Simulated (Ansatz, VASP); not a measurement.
**Two plane-wave programs on TiB2**

```
Ti B
1.0
     2.99404    0.00000    0.00000
    -1.49702    2.59291    0.00000
     0.00000    0.00000    3.15962
Ti B
1 2
Direct
  0.00000 0.00000 0.00000
  0.33333 0.66667 0.50000
  0.66667 0.33333 0.50000
```

Alike in both runs: functional LDA; k mesh 11 × 11 × 9; occupations fermi-dirac, width 0.1 eV; no spin polarisation.

Ansatz relaxed the structure, and its values are those at the end. VASP's run is a single point on that final structure, the one shown.

```csv
,VASP,Ansatz
version,VASP 6.6.1,Ansatz 0.2.0
potentials or method,"VASP PAW LDA potentials, release 64 (Ti_sv, B)","plane waves, PAW"
plane-wave cutoff (eV),500,420
valence electrons in the cell,18,18
```

|  | VASP | Ansatz | Ansatz less VASP |
| --- | --- | --- | --- |
| pressure (GPa) | 0.6 | 0.0 | -0.64 |

LDA's correlation is that of Perdew and Zunger in VASP and of Perdew and Wang (1992) in Ansatz. Ansatz's warnings: stress scf threshold loose.
